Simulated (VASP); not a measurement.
Here is a VASP 6.6.1 calculation.

File INCAR:

```
SYSTEM = HfO2
ALGO = Normal ; EDIFF = 1E-6
ENCUT = 600 ; GGA = PE
GGA_COMPAT = .False. ; ISIF = 2
ISMEAR = -1 ; LASPH = .True.
LCHARG = .True. ; LELF = .True.
LREAL = .False. ; LVHAR = .True.
LWAVE = .False. ; NBANDS = 18
NELM = 120 ; PREC = Accurate
SIGMA = 0.05
```

Contents of KPOINTS:

```
k-points
0
Gamma
  9 9 9
  0 0 0
```

POSCAR

```
HfO2
1.0
    0.0000000000      2.5488082295      2.5488082295
    2.5488082295      0.0000000000      2.5488082295
    2.5488082295      2.5488082295      0.0000000000
Hf O
1 2
Direct
    0.0000000000      0.0000000000      0.0000000000
    0.7500000000      0.7500000000      0.7500000000
    0.2500000000      0.2500000000      0.2500000000
```

Potentials or basis: VASP PAW PBE potentials, release 64 (Hf_pv, O).

Run with:

```console
$ cat potpaw_PBE.64/Hf_pv/POTCAR potpaw_PBE.64/O/POTCAR > POTCAR
$ mpirun -np 1 vasp_std > vasp.out
```

**Question.** What does it give for the band gap on the k mesh?

**Answer.** 3.87 eV (least direct gap 3.98 eV).

**Question.** Estimate the pressure.

**Answer.** -3.9 GPa.

Caveat: the cell stands under tension; spin-orbit coupling is left out, which moves the levels of the heavy elements; an odd mesh through Γ misses points on the zone boundary, where band edges can lie. PBE gaps usually lie below the measured ones, often by a third to a half.
